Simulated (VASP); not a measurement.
# TePb2 (Fm-3m) in VASP: further runs

The runs below take TePb2 through relaxation of cell and atoms, single point, with PBE.

Program: VASP 6.6.1. These are calculated values, not measurements. Logs are shortened: lines on timing, memory, paths and dates and some standing lists are left out, and cuts for length are marked.

**1. The cell of the first run**

The structure is cubic, space group Fm-3m (No. 225). Conventional cell: a = 7.182 Å, b = 7.182 Å, c = 7.182 Å, α = 90.00°, β = 90.00°, γ = 90.00°. Te (site symmetry m-3m) has 8 Pb at 3.11 Å within 4.1 Å. Pb (site symmetry -43m) has 4 Te at 3.11 Å and 6 Pb at 3.59 Å within 4.1 Å.

**2. Relaxation of cell and atoms, PBE**

INCAR reads:

```
SYSTEM = TePb2
ALGO = Normal
EDIFF = 1E-6
EDIFFG = -0.04
ENCUT = 600
GGA = PE
IBRION = 2
ISIF = 3
ISMEAR = 0
LASPH = .TRUE.
LCHARG = .FALSE.
LREAL = .FALSE.
LWAVE = .FALSE.
NELM = 80
NSW = 90
PREC = Accurate
SIGMA = 0.1
```

KPOINTS reads:

```
k-points
0
G
  4 4 4
  0 0 0
```

POSCAR reads:

```
TePb2
1.0
    0.0000000000      3.5908039401      3.5908039401
    3.5908039401      0.0000000000      3.5908039401
    3.5908039401      3.5908039401      0.0000000000
Te Pb
1 2
Direct
    0.0000000000      0.0000000000      0.0000000000
    0.2500000000      0.2500000000      0.2500000000
    0.7500000000      0.7500000000      0.7500000000
```

Potentials or basis: VASP PAW PBE potentials, release 64 (Te, Pb_d).

Run with:

```sh
cat potpaw_PBE.64/Te/POTCAR potpaw_PBE.64/Pb_d/POTCAR > POTCAR
mpirun -np 1 vasp_std > vasp.out
```

OUTCAR:

```text
SYSTEM = TePb2
   EDIFF = 1E-6
   EDIFFG = -0.04
   ENCUT = 600
   GGA = PE
   IBRION = 2
   ISIF = 3
   ISMEAR = 0
   LASPH = .TRUE.
   LREAL = .FALSE.
   NELM = 80
   NSW = 90
   PREC = Accurate

 ion  position               nearest neighbor table
   1  0.000  0.000  0.000-   2 3.11   3 3.11   3 3.11   3 3.11   3 3.11   2 3.11   2 3.11   2 3.11

   2  0.250  0.250  0.250-   1 3.11   1 3.11   1 3.11   1 3.11   3 3.59   3 3.59   3 3.59   3 3.59
                             3 3.59   3 3.59
   3  0.750  0.750  0.750-   1 3.11   1 3.11   1 3.11   1 3.11   2 3.59   2 3.59   2 3.59   2 3.59
                             2 3.59   2 3.59

  LATTYP: Found a face centered cubic cell.
 ALAT       =     7.1816078802

  Lattice vectors:

 A1 = (   0.0000000000,   3.5908039401,   3.5908039401)
 A2 = (   3.5908039401,   0.0000000000,   3.5908039401)
 A3 = (   3.5908039401,   3.5908039401,   0.0000000000)

Analysis of symmetry for initial positions (statically):
=====================================================================
 Subroutine PRICEL returns:
 Original cell was already a primitive cell.

 Routine SETGRP: Setting up the symmetry group for a
 face centered cubic supercell.

 Subroutine GETGRP returns: Found 48 space group operations
 (whereof 48 operations were pure point group operations)
 out of a pool of 48 trial point group operations.

The static configuration has the point symmetry O_h .

Analysis of symmetry for dynamics (positions and initial velocities):
=====================================================================
 Subroutine PRICEL returns:
 Original cell was already a primitive cell.

 Routine SETGRP: Setting up the symmetry group for a
 face centered cubic supercell.

 Subroutine GETGRP returns: Found 48 space group operations
 (whereof 48 operations were pure point group operations)
 out of a pool of 48 trial point group operations.

The dynamic configuration has the point symmetry O_h .

 Subroutine INISYM returns: Found 48 space group operations
 (whereof 48 operations are pure point group operations),
 and found     1 'primitive' translations

----------------------------------------------------------------------------------------

                                     Primitive cell

  volume of cell :      92.5987

  direct lattice vectors                    reciprocal lattice vectors
     0.000000000  3.590803940  3.590803940    -0.139244584  0.139244584  0.139244584
     3.590803940  0.000000000  3.590803940     0.139244584 -0.139244584  0.139244584
     3.590803940  3.590803940  0.000000000     0.139244584  0.139244584 -0.139244584

  length of vectors
     5.078163632  5.078163632  5.078163632     0.241178694  0.241178694  0.241178694

  position of ions in fractional coordinates (direct lattice)
     0.000000000  0.000000000  0.000000000
     0.250000000  0.250000000  0.250000000
     0.750000000  0.750000000  0.750000000

  ion indices of the primitive-cell ions
   primitive index   ion index
                 1           1
                 2           2
                 3           3

----------------------------------------------------------------------------------------

 KPOINTS: k-points

Automatic generation of k-mesh.
 Grid dimensions read from file:
 generate k-points for:    4    4    4

 Generating k-lattice:

  Cartesian coordinates                     Fractional coordinates (reciprocal lattice)
    -0.034811146  0.034811146  0.034811146     0.250000000  0.000000000  0.000000000
     0.034811146 -0.034811146  0.034811146     0.000000000  0.250000000  0.000000000
     0.034811146  0.034811146 -0.034811146     0.000000000  0.000000000  0.250000000

  Length of vectors
     0.060294673  0.060294673  0.060294673

  Shift w.r.t. Gamma in fractional coordinates (k-lattice)
     0.000000000  0.000000000  0.000000000

 Subroutine IBZKPT returns following result:
 ===========================================

 Found      8 irreducible k-points:

 Following reciprocal coordinates:
            Coordinates               Weight
  0.000000  0.000000  0.000000      1.000000
  0.250000  0.000000  0.000000      8.000000
  0.500000  0.000000  0.000000      4.000000
  0.250000  0.250000  0.000000      6.000000
  0.500000  0.250000  0.000000     24.000000
 -0.250000  0.250000  0.000000     12.000000
  0.500000  0.500000  0.000000      3.000000
 -0.250000  0.500000  0.250000      6.000000
   k-points           NKPTS =      8   k-points in BZ     NKDIM =      8   number of bands    NBANDS=     21
   number of dos      NEDOS =    301   number of ions     NIONS =      3
   total plane-waves  NPLWV =  74088
   dimension x,y,z NGX =    42 NGY =   42 NGZ =   42
   dimension x,y,z NGXF=    84 NGYF=   84 NGZF=   84
   ions per type =               1   2
   NGX,Y,Z   is equivalent  to a cutoff of  13.75, 13.75, 13.75 a.u.
   NGXF,Y,Z  is equivalent  to a cutoff of  27.50, 27.50, 27.50 a.u.
 SYSTEM =  TePb2
   PREC   = accura    normal or accurate (medium, high low for compatibility)
   ISTART =      0    job   : 0-new  1-cont  2-samecut
   ICHARG =      2    charge: 1-file 2-atom 10-const
   ISPIN  =      1    spin polarized calculation?
   LNONCOLLINEAR =      F non collinear calculations
   LSORBIT =      F    spin-orbit coupling
   LASPH  =      T    aspherical Exc in radial PAW
   ENCUT  =  600.0 eV  44.10 Ry    6.64 a.u.  10.14 10.14 10.14*2*pi/ulx,y,z
   NELM   =     80;   NELMIN=  2; NELMDL= -5     # of ELM steps
   EDIFF  = 0.1E-05   stopping-criterion for ELM
   LREAL  =      F    real-space projection
   EDIFFG = -.4E-01   stopping-criterion for IOM
   NSW    =     90    number of steps for IOM
   IBRION =      2    ionic relax: 0-MD 1-quasi-New 2-CG
   NFREE  =      1    steps in history (QN), initial steepest desc. (CG)
   ISIF   =      3    stress and relaxation
   ISYM   =      2    0-nonsym 1-usesym 2-fastsym
   POTIM  = 0.5000    time-step for ionic-motion
   TEBEG  =    0.0;   TEEND  =   0.0 temperature during run
   PSTRESS=    0.0 pullay stress
   NELECT =      34.0000    total number of electrons
   NUPDOWN=      -1.0000    fix difference up-down
   EMIN   =  10.00;   EMAX   =-10.00  energy-range for DOS
   EFERMI =   0.00;   METHOD = LEGACY
   ISMEAR =     0;   SIGMA  =   0.10  broadening in eV -4-tet -1-fermi 0-gaus
   EFERMI_NEDOS =   21; number of points for ismear=-14 and -15
   IALGO  =     38    algorithm
   IMIX   =      4    mixing-type and parameters
     AMIX     =   0.40;   BMIX     =  1.00
     AMIX_MAG =   1.60;   BMIX_MAG =  1.00
  volume/ion in A,a.u.               =      30.87       208.30
  Fermi-wavevector in a.u.,A,eV,Ry     =   1.172284  2.215295 18.697798  1.374249
  Thomas-Fermi vector in A             =   2.308715
   LORBIT       =      0    0 simple, 1 ext, 2 COOP (PROOUT), +10 PAW based schemes
   GGA     = PE    functional components
   LHFCALC =     F    Hartree Fock is set to
   AEXX    =    0.0000 exact exchange contribution
   IVDW    =     0    specifies the selected vdW correction
   LEPSILON=     F    determine dielectric tensor
   LRPA    =     F    only Hartree local field effects (RPA)
 conjugate gradient relaxation of ions
 non-spin polarized calculation
 Gauss-broadening in eV      SIGMA  =   0.10
  energy-cutoff  :      600.00
  volume of cell :       92.60
 maximum number of plane-waves:      3119
 NGX is ok and might be reduce to    42
   NGX = 21   NGY = 21   NGZ = 21

--------------------------------------- Ionic step        1  -------------------------------------------

 number of electron      34.0000004 magnetization

 Free energy of the ion-electron system (eV)
  ---------------------------------------------------
  ext. energy  EPLUGINS =         0.00000000
  ---------------------------------------------------
  free energy    TOTEN  =        -9.46166796 eV

  energy without entropy =       -9.44940662  energy(sigma->0) =       -9.45553729

 E-fermi :   7.6083     XC(G=0):  -9.7642

 val. band max:        7.5167728878   @ k =   0.5000   0.5000   0.0000
 cond. band min:       7.6166894666   @ k =   0.2500   0.2500   0.0000
 fundamental gap:      0.0999165789
 Fermi energy:         7.6082588372

 k-point     1 :       0.0000    0.0000    0.0000
  band No.  band energies     occupation
      1      -9.9840      2.00000
      2      -9.9840      2.00000
      3      -9.9266      2.00000
      4      -9.9266      2.00000
      5      -9.9266      2.00000
      6      -9.7604      2.00000
[... 13 lines left out ...]
     20      10.5121      0.00000
     21      10.5121      0.00000
[... 225 lines left out ...]
 POSITION                                       TOTAL-FORCE (eV/Angst)
 -----------------------------------------------------------------------------------
      3.94277     -0.00000      3.94277         0.000000      0.000000      0.000000
      1.97139      1.97139      1.97139        -0.000000      0.000000     -0.000000
      5.91416      5.91416      5.91416         0.000000     -0.000000     -0.000000
 -----------------------------------------------------------------------------------
    total drift:                               -0.000000     -0.000000     -0.000000

  FREE ENERGIE OF THE ION-ELECTRON SYSTEM (eV)
  ---------------------------------------------------
  free  energy   TOTEN  =        -9.9691049089 eV

  energy  without entropy=       -9.9598816705  energy(sigma->0) =       -9.96449329

--------------------------------------- Ionic step        3  -------------------------------------------

 number of electron      33.9999996 magnetization

 Free energy of the ion-electron system (eV)
  ---------------------------------------------------
  ext. energy  EPLUGINS =         0.00000000
  ---------------------------------------------------
  free energy    TOTEN  =       -10.03281416 eV

  energy without entropy =      -10.02396532  energy(sigma->0) =      -10.02838974

 E-fermi :   5.5541     XC(G=0):  -8.8602

 val. band max:        5.5445273440   @ k =   0.2500   0.2500   0.0000
 cond. band min:       5.6882664495   @ k =  -0.2500   0.2500   0.0000
 fundamental gap:      0.1437391055
 Fermi energy:         5.5540934429

 k-point     1 :       0.0000    0.0000    0.0000
  band No.  band energies     occupation
      1     -11.9886      2.00000
      2     -11.9886      2.00000
      3     -11.9502      2.00000
      4     -11.9502      2.00000
      5     -11.9502      2.00000
      6     -11.8735      2.00000
[... 13 lines left out ...]
     20       8.1356      0.00000
     21       8.1356      0.00000
[... 188 lines left out ...]
 POSITION                                       TOTAL-FORCE (eV/Angst)
 -----------------------------------------------------------------------------------
      0.00000      0.00000      0.00000        -0.000000     -0.000000     -0.000000
      1.92000      1.92000      1.92000        -0.000000     -0.000000     -0.000000
      5.75999      5.75999      5.75999         0.000000      0.000000      0.000000
 -----------------------------------------------------------------------------------
    total drift:                               -0.000000     -0.000000     -0.000000

  FREE ENERGIE OF THE ION-ELECTRON SYSTEM (eV)
  ---------------------------------------------------
  free  energy   TOTEN  =       -10.0328141579 eV

  energy  without entropy=      -10.0239653239  energy(sigma->0) =      -10.02838974

 reached required accuracy - stopping structural energy minimisation
```

It took 52 s on 1 thread of Intel Xeon Platinum 8488C (Sapphire Rapids), shared host; peak memory 0.27 GiB.

What came out:

* Free energy: -10.0328 eV
* Relaxed volume: 37.75 Å³/atom
* Relaxed cell: a = 5.431 Å, b = 5.431 Å, c = 5.431 Å, α = 60.00°, β = 60.00°, γ = 60.00°
* Space group after relaxing (to 0.05 Å): Fm-3m (No. 225)
* Energy gained by relaxing: 190.4 meV/atom
* Ionic steps: 3
* Pressure after relaxing: 0.1 GPa
* Band gap on the k mesh: zero (band 17 reaches 5.69 eV, above the bottom of band 18 at 4.30 eV)

The path:
| step | energy change (eV) | largest force (eV/Å) | pressure (GPa) | volume (Å³) |
| --- | --- | --- | --- | --- |
| 1 | 0.0000 | 0.0000 | 10.55 | 92.60 |
| 2 | -0.5074 | 0.0000 | -2.08 | 122.58 |
| 3 | -0.5711 | 0.0000 | 0.08 | 113.25 |

Final structure:
```xyz
3
Lattice="0.0000 3.8400 3.8400 3.8400 0.0000 3.8400 3.8400 3.8400 0.0000" Properties=species:S:1:pos:R:3 pbc="T T T"
Te    0.0000    0.0000    0.0000
Pb    1.9200    1.9200    1.9200
Pb    5.7600    5.7600    5.7600
```

Caveat: the k points lie up to 0.35 Å⁻¹ apart in the final cell; the volume moved by over 15 % at a fixed basis, so the end points are rough; spin-orbit coupling is left out, which moves the levels of the heavy elements.

**3. Single point, PBE**

This run uses another cell than the first one, of 37.88 Å³/atom, 1.227 times its volume.

INCAR reads:

```
PREC = Accurate
ENCUT = 520
EDIFF = 1E-6
ISMEAR = 0
SIGMA = 0.1
LREAL = False
LASPH = True
NELM = 80
ALGO = Fast
ISIF = 2
LWAVE = False
LCHARG = False
GGA = PE
NBANDS = 24
```

KPOINTS reads:

```
Automatic mesh
0
Gamma
  10 10 10
```

POSCAR reads:

```
TePb2
1.0
    0.0000000000      3.8445819336      3.8445819336
    3.8445819336      0.0000000000      3.8445819336
    3.8445819336      3.8445819336      0.0000000000
Te Pb
1 2
Direct
    0.0000000000      0.0000000000      0.0000000000
    0.2500000000      0.2500000000      0.2500000000
    0.7500000000      0.7500000000      0.7500000000
```

Potentials or basis: VASP PAW PBE potentials, release 64 (Te, Pb_d).

Run with:

```sh
cat potpaw_PBE.64/Te/POTCAR potpaw_PBE.64/Pb_d/POTCAR > POTCAR
mpirun -np 1 vasp_std > vasp.out
```

It took 1.8 min on 1 thread of Intel Xeon Platinum 8488C (Sapphire Rapids), shared host; peak memory 0.3 GiB.

Results (log left out):

- Free energy: -9.9532 eV
- Pressure: -0.1 GPa
- Band gap on the k mesh: zero (band 17 reaches 5.79 eV, above the bottom of band 18 at 4.28 eV)

Levels at points of the mesh, in eV from the Fermi level:
```csv
k point,band 15,band 16,band 17,band 18,band 19,band 20
"(0.00, 0.00, 0.00)",-2.80,-2.80,-1.10,-1.10,-1.10,2.73
"(0.50, 0.00, 0.00)",-3.42,-2.10,-0.32,-0.32,1.57,1.95
"(0.50, 0.50, 0.00)",-4.28,-1.73,-0.67,2.34,2.34,2.72
```

Caveat: spin-orbit coupling is left out, which moves the levels of the heavy elements.

**4. Relaxation of cell and atoms, PBE**

This run uses another cell than the first one, of 37.81 Å³/atom, 1.225 times its volume.

INCAR reads:

```
ALGO = Fast ; EDIFF = 1E-7
EDIFFG = -0.01 ; ENCUT = 600
GGA = PE ; IBRION = 2
ISIF = 3 ; ISMEAR = 0
LASPH = T ; LCHARG = F
LREAL = F ; LWAVE = F
NELM = 100 ; NSW = 100
PREC = Accurate ; SIGMA = 0.1
```

KPOINTS reads:

```
k-points
0
Gamma
  10 10 10
```

POSCAR reads:

```
TePb2
1.0
    0.0000000000      3.8420164542      3.8420164542
    3.8420164542      0.0000000000      3.8420164542
    3.8420164542      3.8420164542      0.0000000000
Te Pb
1 2
Direct
    0.0000000000      0.0000000000      0.0000000000
    0.2500000000      0.2500000000      0.2500000000
    0.7500000000      0.7500000000      0.7500000000
```

Run with:

```sh
cat potpaw_PBE.64/Te/POTCAR potpaw_PBE.64/Pb_d/POTCAR > POTCAR
mpirun -np 1 vasp_std > vasp.out
```

Wall time 3.3 min (1 thread of Intel Xeon Platinum 8488C (Sapphire Rapids), shared host); peak memory 0.4 GiB.

Results (log left out):

* Free energy: -9.9532 eV
* Relaxed volume: 37.88 Å³/atom
* Relaxed cell: a = 5.437 Å, b = 5.437 Å, c = 5.437 Å, α = 60.00°, β = 60.00°, γ = 60.00°
* Space group after relaxing (to 0.05 Å): Fm-3m (No. 225)
* Energy gained by relaxing: 0.0 meV/atom
* Ionic steps: 2
* Pressure after relaxing: 0.0 GPa
* Band gap on the k mesh: zero (band 17 reaches 5.79 eV, above the bottom of band 18 at 4.28 eV)

Final structure:
```yaml
crystal:
  lattice:
    - [0.00000, 3.84451, 3.84451]
    - [3.84451, 0.00000, 3.84451]
    - [3.84451, 3.84451, 0.00000]
  atoms:
    - { symbol: Te, position: [0.00000, 0.00000, 0.00000] }
    - { symbol: Pb, position: [0.25000, 0.25000, 0.25000] }
    - { symbol: Pb, position: [0.75000, 0.75000, 0.75000] }
```

Levels at points of the mesh, in eV from the Fermi level:
| k point | band 13 | band 14 | band 15 | band 16 | band 17 | band 18 | band 19 | band 20 | band 21 |
| --- | --- | --- | --- | --- | --- | --- | --- | --- | --- |
| (0.00, 0.00, 0.00) | -7.12 | -2.80 | -2.80 | -2.80 | -1.10 | -1.10 | -1.10 | 2.73 | 2.73 |
| (0.50, 0.00, 0.00) | -7.93 | -3.42 | -3.42 | -2.10 | -0.32 | -0.32 | 1.57 | 1.95 | 2.75 |
| (0.50, 0.50, 0.00) | -8.05 | -4.28 | -4.28 | -1.73 | -0.67 | 2.34 | 2.34 | 2.72 | 2.72 |

Caveat: spin-orbit coupling is left out, which moves the levels of the heavy elements.

**5. The runs side by side**

| task | cell | k mesh | cutoff (eV) | gap on the mesh (eV) | pressure (GPa) | relaxed volume (Å³/atom) |
| --- | --- | --- | --- | --- | --- | --- |
| relaxation of cell and atoms | relaxed from a = 5.078 Å, angles 60.0°, 3 atoms | 4 × 4 × 4 | 600 | none | 0.1 | 37.75 |
| single point | a = 5.437 Å, angles 60.0°, 3 atoms | 10 × 10 × 10 | 520 | none | -0.1 | - |
| relaxation of cell and atoms | relaxed from a = 5.433 Å, angles 60.0°, 3 atoms | 10 × 10 × 10 | 600 | none | 0.0 | 37.88 |

Alike in all rows: level PBE; potentials or basis VASP PAW PBE potentials, release 64 (Te, Pb_d); no spin polarisation; smearing gaussian 0.1 eV.

Caveats: some runs use coarse meshes; spin-orbit coupling is left out, which moves the levels of the heavy elements; the volume moved by over 15 % at a fixed basis, so the end points are rough (some runs).

Absolute energies hang on the potentials; compare differences alone.
